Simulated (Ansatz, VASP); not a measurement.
# Two plane-wave programs on CoSi2

```xyz
6
Lattice="0.0000 -2.6563 -2.6563 -2.6563 0.0000 -2.6563 2.6563 2.6563 -5.3125" Properties=species:S:1:pos:R:3 pbc="T T T"
Co   -0.0082    0.0047    0.0033
Co   -0.0082    0.0047   -5.3092
Si    1.3200    1.3329   -3.9811
Si   -1.3363   -1.3234   -3.9811
Si    1.3200    1.3329   -6.6373
Si   -1.2873   -1.3518   -6.6571
```

Change from the starting cell: atom 6 moved 0.06 Å.

Alike in both runs: task single point; functional PBEsol; k mesh 12 × 12 × 10; occupations gaussian, width 0.15 eV; no spin polarisation.

|  | VASP | Ansatz |
| --- | --- | --- |
| version | VASP 6.6.1 | Ansatz 0.2.0 |
| potentials or method | VASP PAW PBE potentials, release 64 (Co, Si), cutoff 520 eV | scalar-relativistic, plane waves, PAW |
| valence electrons in the cell | 34 | 50 |

Ansatz gave:

* gap on the k mesh at the Fermi level (eV): none
* pressure (GPa): 0.1
* traceless stress, the component that is largest in VASP (GPa): 1.04
* rms of the force components (eV/Å): 0.176

**Question.** What did VASP give for the same quantities?

**Answer.** gap on the k mesh at the Fermi level (eV): none; pressure (GPa): 0.2; traceless stress, the component that is largest in VASP (GPa): 1.05; rms of the force components (eV/Å): 0.178.

VASP's potentials were made for PBE, not for PBEsol. Atom by atom the forces differ by 0.002 eV/Å (rms over components). A gap of «none» marks a metal or a gap that the smearing closes. The functional is the same, so the differences come from potentials, cutoffs and numerics. VASP's potentials hold 34 valence electrons a cell and Ansatz's 50, so a difference there can come from the potentials and not from the codes.
